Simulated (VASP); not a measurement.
# C (Cm) in VASP: single point with LDA

Aim: the single point of C with LDA.

Everything below comes from runs of VASP 6.6.1. Logs are shortened: lines on timing, memory, paths and dates and some standing lists are left out, and cuts for length are marked.

### 1 The cell of the first run

The structure is monoclinic, space group Cm (No. 8). The conventional cell has a = 4.254 Å, b = 2.456 Å, c = 7.173 Å, α = 90.00°, β = 90.00°, γ = 90.00°. C (site symmetry m) has 3 C at 1.42 Å within 1.9 Å. C (site symmetry m) has 3 C at 1.42 Å within 1.9 Å. Within 1.9 Å of C (site symmetry m) lie 3 C at 1.42 Å. C (site symmetry m) has 3 C at 1.42 Å within 1.9 Å.

### 2 Single point, LDA

File INCAR:

```
SYSTEM = C
PREC = Accurate
ENCUT = 520
EDIFF = 1E-7
ISMEAR = -1
SIGMA = 0.02
LREAL = .False.
LASPH = .True.
NELM = 60
ALGO = Normal
ISIF = 2
LWAVE = .False.
LCHARG = .False.
NBANDS = 16
```

File KPOINTS:

```
Automatic mesh
0
Gamma
  15 15 5
  0 0 0
```

File POSCAR:

```
C
1.0
    1.2280479700     -2.1270618200      0.0000000000
    1.2280479700      2.1270618200      0.0000000000
    0.0000000000      0.0000000000      7.1732677600
C
4
Direct
    0.9166205400      0.0833794600      0.7670782479
    0.4166205400      0.5833794600      0.2468624000
    0.0833794600      0.9166205400      0.2468624000
    0.5833794600      0.4166205400      0.7531376000
```

Potentials or basis: VASP PAW LDA potentials, release 64 (C).

On the command line:

```console
$ cat potpaw_LDA.64/C/POTCAR > POTCAR
$ mpirun -np 1 vasp_std > vasp.out
```

OUTCAR:

```text
SYSTEM = C
   PREC = Accurate
   ENCUT = 520
   EDIFF = 1E-7
   ISMEAR = -1
   LREAL = .False.
   LASPH = .True.
   NELM = 60
   ISIF = 2

 ion  position               nearest neighbor table
   1  0.917  0.083  0.767-   4 1.42   4 1.42   4 1.42
   2  0.417  0.583  0.247-   3 1.42   3 1.42   3 1.42
   3  0.083  0.917  0.247-   2 1.42   2 1.42   2 1.42
   4  0.583  0.417  0.753-   1 1.42   1 1.42   1 1.42

  LATTYP: Found a hexagonal cell.
 ALAT       =     2.4561135566
 C/A-ratio  =     2.9205765918

  Lattice vectors:

 A1 = (   1.2280479700,  -2.1270618200,   0.0000000000)
 A2 = (   1.2280479700,   2.1270618200,   0.0000000000)
 A3 = (   0.0000000000,   0.0000000000,   7.1732677600)

Analysis of symmetry for initial positions (statically):
=====================================================================
 Subroutine PRICEL returns:
 Original cell was already a primitive cell.

 Routine SETGRP: Setting up the symmetry group for a
 hexagonal supercell.

 Subroutine GETGRP returns: Found  2 space group operations
 (whereof  2 operations were pure point group operations)
 out of a pool of 24 trial point group operations.

The static configuration has the point symmetry C_1h.

Analysis of symmetry for dynamics (positions and initial velocities):
=====================================================================
 Subroutine PRICEL returns:
 Original cell was already a primitive cell.

 Routine SETGRP: Setting up the symmetry group for a
 hexagonal supercell.

 Subroutine GETGRP returns: Found  2 space group operations
 (whereof  2 operations were pure point group operations)
 out of a pool of 24 trial point group operations.

The dynamic configuration has the point symmetry C_1h.

 Subroutine INISYM returns: Found  2 space group operations
 (whereof  2 operations are pure point group operations),
 and found     1 'primitive' translations

----------------------------------------------------------------------------------------

                                     Primitive cell

  volume of cell :      37.4751

  direct lattice vectors                    reciprocal lattice vectors
     1.228047970 -2.127061820  0.000000000     0.407150219 -0.235066041  0.000000000
     1.228047970  2.127061820  0.000000000     0.407150219  0.235066041  0.000000000
     0.000000000  0.000000000  7.173267760     0.000000000  0.000000000  0.139406479

  length of vectors
     2.456113557  2.456113557  7.173267760     0.470135453  0.470135453  0.139406479

  position of ions in fractional coordinates (direct lattice)
     0.916620540  0.083379460  0.767078248
     0.416620540  0.583379460  0.246862400
     0.083379460  0.916620540  0.246862400
     0.583379460  0.416620540  0.753137600

  ion indices of the primitive-cell ions
   primitive index   ion index
                 1           1
                 2           2
                 3           3
                 4           4

----------------------------------------------------------------------------------------

 KPOINTS: Automatic mesh

Automatic generation of k-mesh.
 Grid dimensions read from file:
 generate k-points for:   15   15    5

 Generating k-lattice:

  Cartesian coordinates                     Fractional coordinates (reciprocal lattice)
     0.027143348 -0.015671069  0.000000000     0.066666667 -0.000000000  0.000000000
     0.027143348  0.015671069  0.000000000    -0.000000000  0.066666667  0.000000000
     0.000000000  0.000000000  0.027881296     0.000000000  0.000000000  0.200000000

  Length of vectors
     0.031342364  0.031342364  0.027881296

  Shift w.r.t. Gamma in fractional coordinates (k-lattice)
     0.000000000  0.000000000  0.000000000

 Subroutine IBZKPT returns following result:
 ===========================================

 Found    304 irreducible k-points:

 Following reciprocal coordinates:
            Coordinates               Weight
  0.000000  0.000000  0.000000      1.000000
  0.066667  0.000000  0.000000      4.000000
 -0.066667  0.066667  0.000000      2.000000
  0.133333  0.000000  0.000000      4.000000
 -0.133333  0.133333  0.000000      2.000000
  0.200000  0.000000  0.000000      4.000000
[... 16 lines left out ...]
 -0.266667  0.200000  0.000000      4.000000
  0.266667  0.066667  0.000000      4.000000
 [... further k-points ...]
   k-points           NKPTS =    304   k-points in BZ     NKDIM =    304   number of bands    NBANDS=     16
   number of dos      NEDOS =    301   number of ions     NIONS =      4
   total plane-waves  NPLWV =  17496
   dimension x,y,z NGX =    18 NGY =   18 NGZ =   54
   dimension x,y,z NGXF=    36 NGYF=   36 NGZF=  108
   ions per type =               4
   NGX,Y,Z   is equivalent  to a cutoff of  12.18, 12.18, 12.51 a.u.
   NGXF,Y,Z  is equivalent  to a cutoff of  24.37, 24.37, 25.03 a.u.
 SYSTEM =  C
   PREC   = accura    normal or accurate (medium, high low for compatibility)
   ISTART =      0    job   : 0-new  1-cont  2-samecut
   ICHARG =      2    charge: 1-file 2-atom 10-const
   ISPIN  =      1    spin polarized calculation?
   LNONCOLLINEAR =      F non collinear calculations
   LSORBIT =      F    spin-orbit coupling
   LASPH  =      T    aspherical Exc in radial PAW
   ENCUT  =  520.0 eV  38.22 Ry    6.18 a.u.   4.57  4.57 13.34*2*pi/ulx,y,z
   NELM   =     60;   NELMIN=  2; NELMDL= -5     # of ELM steps
   EDIFF  = 0.1E-06   stopping-criterion for ELM
   LREAL  =      F    real-space projection
   EDIFFG = 0.1E-05   stopping-criterion for IOM
   NSW    =      0    number of steps for IOM
   IBRION =     -1    ionic relax: 0-MD 1-quasi-New 2-CG
   NFREE  =      0    steps in history (QN), initial steepest desc. (CG)
   ISIF   =      2    stress and relaxation
   ISYM   =      2    0-nonsym 1-usesym 2-fastsym
   POTIM  = 0.5000    time-step for ionic-motion
   TEBEG  =    0.0;   TEEND  =   0.0 temperature during run
   PSTRESS=    0.0 pullay stress
   NELECT =      16.0000    total number of electrons
   NUPDOWN=      -1.0000    fix difference up-down
   EMIN   =  10.00;   EMAX   =-10.00  energy-range for DOS
   EFERMI =   0.00;   METHOD = LEGACY
   ISMEAR =    -1;   SIGMA  =   0.02  broadening in eV -4-tet -1-fermi 0-gaus
   EFERMI_NEDOS =   21; number of points for ismear=-14 and -15
   IALGO  =     38    algorithm
   IMIX   =      4    mixing-type and parameters
     AMIX     =   0.40;   BMIX     =  1.00
     AMIX_MAG =   1.60;   BMIX_MAG =  1.00
  volume/ion in A,a.u.               =       9.37        63.22
  Fermi-wavevector in a.u.,A,eV,Ry     =   1.232728  2.329519 20.675669  1.519619
  Thomas-Fermi vector in A             =   2.367487
   LORBIT       =      0    0 simple, 1 ext, 2 COOP (PROOUT), +10 PAW based schemes
   GGA     = CA    functional components
   LHFCALC =     F    Hartree Fock is set to
   AEXX    =    0.0000 exact exchange contribution
   IVDW    =     0    specifies the selected vdW correction
   LEPSILON=     F    determine dielectric tensor
   LRPA    =     F    only Hartree local field effects (RPA)
 non-spin polarized calculation
  energy-cutoff  :      520.00
  volume of cell :       37.48
 maximum number of plane-waves:      1028
   NGX =  9   NGY =  9   NGZ = 27

 number of electron      15.9999995 magnetization

 Free energy of the ion-electron system (eV)
  ---------------------------------------------------
  ext. energy  EPLUGINS =         0.00000000
  ---------------------------------------------------
  free energy    TOTEN  =       -40.33875225 eV

  energy without entropy =      -40.33868224  energy(sigma->0) =      -40.33871725

 E-fermi :   4.0245     XC(G=0): -10.3430

 val. band max:        3.9699972151   @ k =   0.3333   0.3333   0.4000
 cond. band min:       4.0794281248   @ k =   0.3333   0.3333   0.4000
 fundamental gap:      0.1094309098
 Fermi energy:         4.0244829968

 k-point     1 :       0.0000    0.0000    0.0000
  band No.  band energies     occupation
      1     -15.4195      2.00000
      2     -15.2220      2.00000
      3      -4.3638      2.00000
      4      -2.8825      2.00000
      5       1.0144      2.00000
      6       1.0265      2.00000
[... 8 lines left out ...]
     15      15.2030      0.00000
     16      15.5279      0.00000

 k-point     2 :       0.0667    0.0000    0.0000
  band No.  band energies     occupation
      1     -15.3137      2.00000
      2     -15.1175      2.00000
      3      -4.2344      2.00000
      4      -2.7600      2.00000
      5       0.6080      2.00000
      6       0.7091      2.00000
[... 8 lines left out ...]
     15      14.8971      0.00000
     16      15.1704      0.00000

 k-point     3 :      -0.0667    0.0667    0.0000
  band No.  band energies     occupation
      1     -15.3137      2.00000
      2     -15.1176      2.00000
      3      -4.2345      2.00000
      4      -2.7598      2.00000
      5       0.5997      2.00000
      6       0.7005      2.00000
[... 8 lines left out ...]
     15      14.9061      0.00000
     16      15.1608      0.00000

 k-point     4 :       0.1333    0.0000    0.0000
  band No.  band energies     occupation
      1     -14.9968      2.00000
      2     -14.8047      2.00000
      3      -3.8480      2.00000
      4      -2.3961      2.00000
      5      -0.5011      2.00000
      6      -0.4009      2.00000
[... 8 lines left out ...]
     15      14.0955      0.00000
     16      14.2157      0.00000

 k-point     5 :      -0.1333    0.1333    0.0000
  band No.  band energies     occupation
      1     -14.9968      2.00000
      2     -14.8047      2.00000
      3      -3.8487      2.00000
      4      -2.3950      2.00000
      5      -0.5078      2.00000
      6      -0.4086      2.00000
[... 8 lines left out ...]
     15      14.1103      0.00000
     16      14.1545      0.00000

 k-point     6 :       0.2000    0.0000    0.0000
  band No.  band energies     occupation
      1     -14.4711      2.00000
      2     -14.2854      2.00000
      3      -3.2131      2.00000
      4      -2.0349      2.00000
      5      -1.9802      2.00000
      6      -1.7402      2.00000
[... 8 lines left out ...]
     15      15.8702      0.00000
     16      15.9050      0.00000

 k-point     7 :      -0.2000    0.2000    0.0000
  band No.  band energies     occupation
      1     -14.4713      2.00000
      2     -14.2854      2.00000
      3      -3.2152      2.00000
      4      -2.0395      2.00000
      5      -1.9852      2.00000
      6      -1.7386      2.00000
[... 8 lines left out ...]
     15      15.8464      0.00000
     16      15.9110      0.00000

 k-point     8 :       0.2667    0.0000    0.0000
  band No.  band energies     occupation
      1     -13.7407      2.00000
      2     -13.5638      2.00000
      3      -3.7551      2.00000
      4      -3.6658      2.00000
      5      -2.3223      2.00000
      6      -1.1738      2.00000
[... 8 lines left out ...]
     15      17.9665      0.00000
     16      18.0572      0.00000

 k-point     9 :      -0.2667    0.2667    0.0000
  band No.  band energies     occupation
      1     -13.7412      2.00000
      2     -13.5637      2.00000
      3      -3.7587      2.00000
      4      -3.6711      2.00000
      5      -2.3279      2.00000
      6      -1.1698      2.00000
[... 8 lines left out ...]
     15      17.9516      0.00000
     16      18.0563      0.00000
[... 172 lines left out ...]
 k-point    19 :      -0.0667    0.2000    0.0000
  band No.  band energies     occupation
      1     -14.6811      2.00000
      2     -14.4928      2.00000
      3      -3.4654      2.00000
      4      -2.0409      2.00000
      5      -1.3319      2.00000
      6      -1.2284      2.00000
[... 8 lines left out ...]
     15      14.7154      0.00000
     16      14.7906      0.00000

 k-point    20 :      -0.2000    0.1333    0.0000
  band No.  band energies     occupation
      1     -14.6811      2.00000
      2     -14.4928      2.00000
      3      -3.4661      2.00000
      4      -2.0399      2.00000
      5      -1.3357      2.00000
      6      -1.2321      2.00000
[... 8 lines left out ...]
     15      14.7202      0.00000
     16      14.7769      0.00000

 k-point    21 :       0.2000    0.0667    0.0000
  band No.  band energies     occupation
      1     -14.0530      2.00000
      2     -13.8724      2.00000
      3      -2.9071      2.00000
      4      -2.8554      2.00000
      5      -2.6516      2.00000
      6      -1.3137      2.00000
[... 8 lines left out ...]
     15      16.3946      0.00000
     16      16.4291      0.00000

 k-point    22 :      -0.0667    0.2667    0.0000
  band No.  band energies     occupation
      1     -14.0531      2.00000
      2     -13.8724      2.00000
      3      -2.9058      2.00000
      4      -2.8600      2.00000
      5      -2.6532      2.00000
      6      -1.3117      2.00000
[... 8 lines left out ...]
     15      16.3367      0.00000
     16      16.4762      0.00000

 k-point    23 :      -0.2667    0.2000    0.0000
  band No.  band energies     occupation
      1     -14.0533      2.00000
      2     -13.8724      2.00000
      3      -2.9097      2.00000
      4      -2.8640      2.00000
      5      -2.6561      2.00000
      6      -1.3076      2.00000
[... 8 lines left out ...]
     15      16.3870      0.00000
     16      16.4170      0.00000

 k-point    24 :       0.2667    0.0667    0.0000
  band No.  band energies     occupation
      1     -13.2237      2.00000
      2     -13.0531      2.00000
      3      -4.6140      2.00000
      4      -4.5168      2.00000
      5      -1.8068      2.00000
      6      -1.7281      2.00000
[... 8 lines left out ...]
     15      17.9929      0.00000
     16      18.3513      0.00000

 [... further k-points ...]
[... 5 lines left out ...]
  --------------------------------------------------------------------------------------
  -------------------------------------------------------------------------------------
  Total       -0.9628025     -1.0070862     -0.4679939      0.0000000      0.0102817      0.0000000
  in kB      -41.1628397    -43.0561076    -20.0082139      0.0000000      0.4395755      0.0000000
  external PRESSURE =     -34.7423871 kB  Pullay stress =       0.0000000 kB

 VOLUME and BASIS-vectors are now :
 -----------------------------------------------------------------------------
  energy-cutoff  :      520.00
  volume of cell :       37.48
      direct lattice vectors                 reciprocal lattice vectors
     1.228047970 -2.127061820  0.000000000     0.407150219 -0.235066041  0.000000000
     1.228047970  2.127061820  0.000000000     0.407150219  0.235066041  0.000000000
     0.000000000  0.000000000  7.173267760     0.000000000  0.000000000  0.139406479

 POSITION                                       TOTAL-FORCE (eV/Angst)
 -----------------------------------------------------------------------------------
      1.22805     -1.77236      5.50246         0.000000     -0.025645     -1.752876
      1.22805      0.35471      1.77081         0.000000     -0.028319      0.010151
      1.22805      1.77236      1.77081         0.000000      0.029141      0.001158
      1.22805     -0.35471      5.40246         0.000000      0.024823      1.741566
 -----------------------------------------------------------------------------------
    total drift:                                0.000000      0.000002     -0.000174

  FREE ENERGIE OF THE ION-ELECTRON SYSTEM (eV)
  ---------------------------------------------------
  free  energy   TOTEN  =       -40.3387522524 eV

  energy  without entropy=      -40.3386822439  energy(sigma->0) =      -40.33871725
```

It took 3.2 min on 1 thread of AMD EPYC 7R43 (Zen 3), shared host; peak memory 0.18 GiB.

What came out:

```yaml
Free_energy: -40.3388 eV
Pressure: -3.5 GPa
Largest_force: 1.753 eV/Å
Band_gap_on_the_k_mesh: 0.11 eV
```

Forces on the atoms (eV/Å):
```
C    0.000 -0.026 -1.753
C    0.000 -0.028  0.010
C    0.000  0.029  0.001
C    0.000  0.025  1.742
```

Stress tensor (GPa, compression positive):
```
-4.12  0.00  0.00
 0.00 -4.31  0.04
 0.00  0.04 -2.00
```

Levels at points of the mesh, in eV from the valence-band top:
| k point | band 5 | band 6 | band 7 | band 8 | band 9 | band 10 | band 11 | band 12 |
| --- | --- | --- | --- | --- | --- | --- | --- | --- |
| (0.00, 0.00, 0.00) | -2.96 | -2.94 | -2.85 | -2.84 | 3.32 | 8.39 | 8.42 | 8.45 |

Caveat: forces of over 1 eV/Å act on the atoms, so gaps and moduli don't describe the material at rest.
